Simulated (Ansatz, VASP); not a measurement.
One calculation of P, two programs

```
CELL_PARAMETERS angstrom
2.54276 0.00000 0.00000
0.00000 2.54276 0.00000
0.00000 0.00000 2.54276
ATOMIC_POSITIONS crystal
P 0.00000 0.00000 0.00000
```

Alike in both runs: task relaxation of cell and atoms; functional PBE; k mesh 12 × 12 × 12; occupations fermi-dirac, width 0.1 eV; no spin polarisation.

|  | VASP | Ansatz |
| --- | --- | --- |
| version | VASP 6.6.1 | Ansatz 0.2.0 |
| potentials or method | VASP PAW PBE potentials, release 64 (P), cutoff 600 eV | plane waves (420 eV) with PAW, scalar-relativistic |
| valence electrons in the cell | 5 | 5 |

|  | VASP | Ansatz | Ansatz less VASP |
| --- | --- | --- | --- |
| relaxed volume (Å³/atom) | 14.54 | 14.59 | +0.056 |
| relaxed cell length with the largest relative difference (Å) | 2.441 | 2.444 | +0.0031 |
